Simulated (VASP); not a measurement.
The system is TaSi2.

```
Ta Si
1.0
     4.78000    0.00000    0.00000
    -2.39000    4.13960    0.00000
     0.00000    0.00000    6.56400
Ta Si
3 6
Direct
  0.00000 0.50000 0.16667
  0.50000 0.50000 0.83333
  0.50000 0.00000 0.50000
  0.33330 0.16665 0.16667
  0.16665 0.83335 0.83333
  0.83335 0.66670 0.50000
  0.66670 0.83335 0.16667
  0.83335 0.16665 0.83333
  0.16665 0.33330 0.50000
```

- Program: VASP 6.6.1
- Task: relaxation of cell and atoms
- Functional: PBEsol
- Dispersion: D3(BJ)
- Potentials or basis: VASP PAW PBE potentials, release 64 (Ta_pv, Si)
- Cutoff: 600 eV
- k mesh: 7 × 7 × 4
- Occupations: fermi-dirac, width 0.05 eV
- Spin: no spin polarisation

At the start: pressure -7.0 GPa; volume 14.43 Å³/atom.

Q: How do energy, volume and symmetry change on relaxing?

A: Over 9 steps the energy falls by 29.0 meV/atom and the volume is 13.88 Å³/atom (-3.8 %); space group P6_222 (No. 180, to 0.05 Å).

The path:
| step | energy change (eV) | largest force (eV/Å) | pressure (GPa) | volume (Å³) |
| --- | --- | --- | --- | --- |
| 1 | 0.0000 | 0.7482 | -6.96 | 129.88 |
| 2 | 0.0032 | 0.3604 | 12.60 | 118.45 |
| 3 | -0.1817 | 0.6032 | 1.90 | 123.98 |
| 4 | -0.2514 | 0.0832 | 0.38 | 124.59 |
| 5 | -0.2514 | 0.0817 | 0.38 | 124.59 |
| 6 | -0.2600 | 0.0111 | -0.42 | 125.20 |
| 7 | -0.2606 | 0.0070 | -0.27 | 125.08 |
| 8 | -0.2605 | 0.0011 | 0.35 | 124.72 |
| 9 | -0.2607 | 0.0043 | 0.01 | 124.92 |

Final structure:
```cif
data_structure
_symmetry_space_group_name_H-M 'P 1'
_symmetry_Int_Tables_number 1
_cell_length_a 4.7055
_cell_length_b 4.7055
_cell_length_c 6.5145
_cell_angle_alpha 90.000
_cell_angle_beta 90.000
_cell_angle_gamma 120.000
_cell_volume 124.92
loop_
_atom_site_label
_atom_site_type_symbol
_atom_site_fract_x
_atom_site_fract_y
_atom_site_fract_z
_atom_site_occupancy
Ta1 Ta 0.00000 0.50000 0.16667 1
Ta2 Ta 0.50000 0.50000 0.83333 1
Ta3 Ta 0.50000 0.00000 0.50000 1
Si1 Si 0.31935 0.15968 0.16667 1
Si2 Si 0.15968 0.84032 0.83333 1
Si3 Si 0.84032 0.68065 0.50000 1
Si4 Si 0.68065 0.84032 0.16667 1
Si5 Si 0.84032 0.15968 0.83333 1
Si6 Si 0.15968 0.31935 0.50000 1
```

Caveat: the PAW data sets were made with another functional, which shifts forces and pressure a little; pairwise dispersion overbinds metals, which lowers pressure and volume.
